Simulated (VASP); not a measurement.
# HfO2 (Fm-3m) in VASP: notebook, part 2 of 2

VASP 6.6.1. The steps go on from the part before.

### 5 Single point, PBE+D4

This run uses another cell than the first one, of 10.89 Å³/atom.

The input, INCAR:

```
PREC     = Accurate       # precision mode
ENCUT    = 520            # plane-wave cutoff, eV
EDIFF    = 1E-6           # SCF threshold, eV
ISMEAR   = -1             # smearing method
SIGMA    = 0.05           # smearing width, eV
LREAL    = False          # projectors in reciprocal space
LASPH    = True           # aspherical terms in the spheres
NELM     = 80             # most SCF steps
ALGO     = Normal         # electronic algorithm
ISIF     = 2              # what is computed and relaxed
LWAVE    = False          # write WAVECAR
LCHARG   = False          # write CHGCAR
GGA      = PE             # functional
IVDW     = 13             # dispersion correction
NBANDS   = 18             # bands
```

The input, KPOINTS:

```
Automatic mesh
0
Gamma
  9 9 9
```

The input, POSCAR:

```
HfO2
1.0
    0.0000000000      2.5375675833      2.5375675833
    2.5375675833      0.0000000000      2.5375675833
    2.5375675833      2.5375675833      0.0000000000
Hf O
1 2
Direct
    0.0000000000      0.0000000000      0.0000000000
    0.7500000000      0.7500000000      0.7500000000
    0.2500000000      0.2500000000      0.2500000000
```

Potentials or basis: VASP PAW PBE potentials, release 64 (Hf_pv, O).

Command:

```sh
cat potpaw_PBE.64/Hf_pv/POTCAR potpaw_PBE.64/O/POTCAR > POTCAR
mpirun -np 1 vasp_std > vasp.out
```

OUTCAR:

```text
PREC = Accurate
   ENCUT = 520
   EDIFF = 1E-6
   ISMEAR = -1
   LREAL = False
   LASPH = True
   NELM = 80
   ISIF = 2
   GGA = PE
   IVDW = 13

 ion  position               nearest neighbor table
   1  0.000  0.000  0.000-   2 2.20   2 2.20   2 2.20   2 2.20   3 2.20   3 2.20   3 2.20   3 2.20

   2  0.750  0.750  0.750-   1 2.20   1 2.20   1 2.20   1 2.20
   3  0.250  0.250  0.250-   1 2.20   1 2.20   1 2.20   1 2.20

  LATTYP: Found a face centered cubic cell.
 ALAT       =     5.0751351666

  Lattice vectors:

 A1 = (   0.0000000000,   2.5375675833,   2.5375675833)
 A2 = (   2.5375675833,   0.0000000000,   2.5375675833)
 A3 = (   2.5375675833,   2.5375675833,   0.0000000000)

Analysis of symmetry for initial positions (statically):
=====================================================================
 Subroutine PRICEL returns:
 Original cell was already a primitive cell.

 Routine SETGRP: Setting up the symmetry group for a
 face centered cubic supercell.

 Subroutine GETGRP returns: Found 48 space group operations
 (whereof 48 operations were pure point group operations)
 out of a pool of 48 trial point group operations.

The static configuration has the point symmetry O_h .

Analysis of symmetry for dynamics (positions and initial velocities):
=====================================================================
 Subroutine PRICEL returns:
 Original cell was already a primitive cell.

 Routine SETGRP: Setting up the symmetry group for a
 face centered cubic supercell.

 Subroutine GETGRP returns: Found 48 space group operations
 (whereof 48 operations were pure point group operations)
 out of a pool of 48 trial point group operations.

The dynamic configuration has the point symmetry O_h .

 Subroutine INISYM returns: Found 48 space group operations
 (whereof 48 operations are pure point group operations),
 and found     1 'primitive' translations

[... 115 lines left out ...]
     AMIX     =   0.40;   BMIX     =  1.00
     AMIX_MAG =   1.60;   BMIX_MAG =  1.00
  volume/ion in A,a.u.               =      10.89        73.51
  Fermi-wavevector in a.u.,A,eV,Ry     =   1.434789  2.711358 28.009227  2.058620
  Thomas-Fermi vector in A             =   2.554159
   LORBIT       =      0    0 simple, 1 ext, 2 COOP (PROOUT), +10 PAW based schemes
   GGA     = PE    functional components
   LHFCALC =     F    Hartree Fock is set to
   AEXX    =    0.0000 exact exchange contribution
   IVDW    =    13    specifies the selected vdW correction
   LEPSILON=     F    determine dielectric tensor
   LRPA    =     F    only Hartree local field effects (RPA)
 non-spin polarized calculation
  energy-cutoff  :      520.00
  volume of cell :       32.68
 maximum number of plane-waves:       899
   NGX = 13   NGY = 13   NGZ = 13

 number of electron      21.9999991 magnetization

 Free energy of the ion-electron system (eV)
  ---------------------------------------------------
  ext. energy  EPLUGINS =         0.00000000
  ---------------------------------------------------
  free energy    TOTEN  =       -30.24824822 eV

  energy without entropy =      -30.24824822  energy(sigma->0) =      -30.24824822

 E-fermi :   5.2836     XC(G=0): -11.8224

 val. band max:        4.2017290817   @ k =  -0.4444   0.4444   0.0000
 cond. band min:       8.1053205812   @ k =   0.4444   0.4444   0.0000
 fundamental gap:      3.9035914995
 Fermi energy:         5.2835745680

 k-point     1 :       0.0000    0.0000    0.0000
  band No.  band energies     occupation
      1     -25.4481      2.00000
      2     -25.4481      2.00000
      3     -25.4481      2.00000
      4     -14.4604      2.00000
      5     -11.4423      2.00000
      6      -1.0706      2.00000
[... 481 lines left out ...]
      5     -12.3921      2.00000
      6      -2.0580      2.00000
[... 10 lines left out ...]
     17      16.2735      0.00000
     18      17.7041      0.00000

 [... further k-points ...]

------------------------ aborting loop because EDIFF is reached ----------------------------------------

  DFT-D4 for vdW energy calculation

  Edisp (eV):   -0.58298

  FORCE on cell =-STRESS in cart. coord.  units (eV):
  Direction    XX          YY          ZZ          XY          YZ          ZX
  --------------------------------------------------------------------------------------
  -------------------------------------------------------------------------------------
  Total      -0.76545    -0.76545    -0.76545     0.00000     0.00000    -0.00000
  in kB     -37.52728   -37.52728   -37.52728     0.00000     0.00000    -0.00000
  external pressure =      -37.53 kB  Pullay stress =        0.00 kB

 VOLUME and BASIS-vectors are now :
 -----------------------------------------------------------------------------
  energy-cutoff  :      520.00
  volume of cell :       32.68
      direct lattice vectors                 reciprocal lattice vectors
     0.000000000  2.537567583  2.537567583    -0.197039087  0.197039087  0.197039087
     2.537567583  0.000000000  2.537567583     0.197039087 -0.197039087  0.197039087
     2.537567583  2.537567583  0.000000000     0.197039087  0.197039087 -0.197039087

 POSITION                                       TOTAL-FORCE (eV/Angst)
 -----------------------------------------------------------------------------------
      0.00000      0.00000      0.00000         0.000000      0.000000      0.000000
      3.80635      3.80635      3.80635         0.000000      0.000000      0.000000
      1.26878      1.26878      1.26878        -0.000000     -0.000000     -0.000000
 -----------------------------------------------------------------------------------
    total drift:                                0.000000      0.000000      0.000000

  FREE ENERGIE OF THE ION-ELECTRON SYSTEM (eV)
  ---------------------------------------------------
  free  energy   TOTEN  =       -30.8312251598 eV

  energy  without entropy=      -30.8312251597  energy(sigma->0) =      -30.83122516
```

Wall time 25 s (1 thread of AMD EPYC 7R13 (Zen 3), shared host); peak memory 0.14 GiB.

What came out:

```yaml
Free_energy: -30.8312 eV
Pressure: -3.8 GPa
Band_gap_on_the_k_mesh: 3.90 eV (least direct gap 4.02 eV)
Dispersion_energy_per_atom: -0.194 eV
```

Levels at points of the mesh, in eV from the valence-band top:
| k point | band 9 | band 10 | band 11 | band 12 | band 13 | band 14 |
| --- | --- | --- | --- | --- | --- | --- |
| (0.00, 0.00, 0.00) | -0.55 | -0.55 | -0.55 | 3.92 | 3.92 | 5.86 |

Caveat: the cell stands under tension; spin-orbit coupling is left out, which moves the levels of the heavy elements; an odd mesh through Γ misses points on the zone boundary, where band edges can lie.

### 6 Overview

```csv
task,level,U,cell,cutoff (eV),smearing,gap on the mesh (eV),pressure (GPa)
relaxation of cell and atoms,PBEsol+U,Hf d U = 1.0 eV,"relaxed from a = 3.617 Å, angles 60.0°, 3 atoms",600,fermi-dirac 0.05 eV,3.96,0.0
single point,PBE,-,"a = 3.617 Å, angles 60.0°, 3 atoms",520,gaussian 0.028 eV,3.84,-6.0
single point,PBE+D3(BJ),-,"a = 3.587 Å, angles 60.0°, 3 atoms",520,fermi-dirac 0.05 eV,3.91,-3.8
single point,PBE+D4,-,"a = 3.589 Å, angles 60.0°, 3 atoms",520,fermi-dirac 0.05 eV,3.90,-3.8
```

Alike in all rows: potentials or basis VASP PAW PBE potentials, release 64 (Hf_pv, O); no spin polarisation; k mesh 9 × 9 × 9.

Caveats: spin-orbit coupling is left out, which moves the levels of the heavy elements; an odd mesh through Γ misses points on the zone boundary, where band edges can lie; the cell stands under tension (at least some runs); the PAW data sets were made with another functional, which shifts forces and pressure a little (at least some runs).

Absolute energies hang on the potentials; compare differences alone.
